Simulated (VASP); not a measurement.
A run of VASP 6.6.1 is set up as follows.

INCAR

```
SYSTEM = Sb
ALGO     = Normal         ! electronic algorithm
EDIFF    = 1E-6           ! SCF threshold, eV
ENCUT    = 500            ! plane-wave cutoff, eV
GGA      = CA             ! functional
GGA_COMPAT= .False.      
ISIF     = 2              ! what is computed and relaxed
ISMEAR   = -1             ! smearing method
LASPH    = .True.         ! aspherical terms in the spheres
LCHARG   = .False.        ! write CHGCAR
LREAL    = .False.        ! projectors in reciprocal space
LWAVE    = .False.        ! write WAVECAR
NBANDS   = 8              ! bands
NELM     = 120            ! most SCF steps
PREC     = Accurate       ! precision mode
SIGMA    = 0.1            ! smearing width, eV
```

File KPOINTS:

```
k-points
0
Gamma
  7 7 7
  0 0 0
```

File POSCAR:

```
Sb
1.0
    3.1600000000      0.0000000000      0.0000000000
    0.0000000000      3.1600000000      0.0000000000
    0.0000000000      0.0000000000      3.1600000000
Sb
1
Direct
    0.0000000000      0.0000000000      0.0000000000
```

Potentials or basis: VASP PAW LDA potentials, release 64 (Sb).

The run is started by

```sh
$ cat potpaw_LDA.64/Sb/POTCAR > POTCAR
$ mpirun -np 1 vasp_std > vasp.out
```

**Question.** What does it give for the pressure?

**Answer.** -5.8 GPa.
